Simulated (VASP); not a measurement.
A run of VASP 6.6.1:

Contents of INCAR:

```
SYSTEM = KRh
ALGO = Fast ; EDIFF = 1E-7
ENCUT = 520 ; GGA = PE
ISIF = 2 ; ISMEAR = -1
LASPH = .TRUE. ; LCHARG = .FALSE.
LREAL = .FALSE. ; LWAVE = .FALSE.
NBANDS = 19 ; NELM = 100
PREC = Accurate ; SIGMA = 0.05
```

Contents of KPOINTS:

```
k-points
0
G
  7 7 7
  0 0 0
```

Contents of POSCAR:

```
KRh
1.0
    3.9266231500      0.0000000000      0.0000000000
    0.0000000000      3.9266231500      0.0000000000
    0.0000000000      0.0000000000      3.9266231500
K Rh
1 1
Direct
    0.0069920000     -0.0108390000     -0.0032390000
    0.4995440000      0.4929130000      0.5128120000
```

Potentials or basis: VASP PAW PBE potentials, release 64 (K_sv, Rh_pv).

Command:

```bash
$ cat potpaw_PBE.64/K_sv/POTCAR potpaw_PBE.64/Rh_pv/POTCAR > POTCAR
$ mpirun -np 1 vasp_std > vasp.out
```

Hardware: 1 thread of Intel Xeon 8259CL, on a shared host.

Problem. How long does it take, and how much memory?

Solution. Wall time 4.9 min on 1 thread of Intel Xeon 8259CL (shared host), peak memory 0.31 GiB. Counts: scf iterations 20, k points 172.
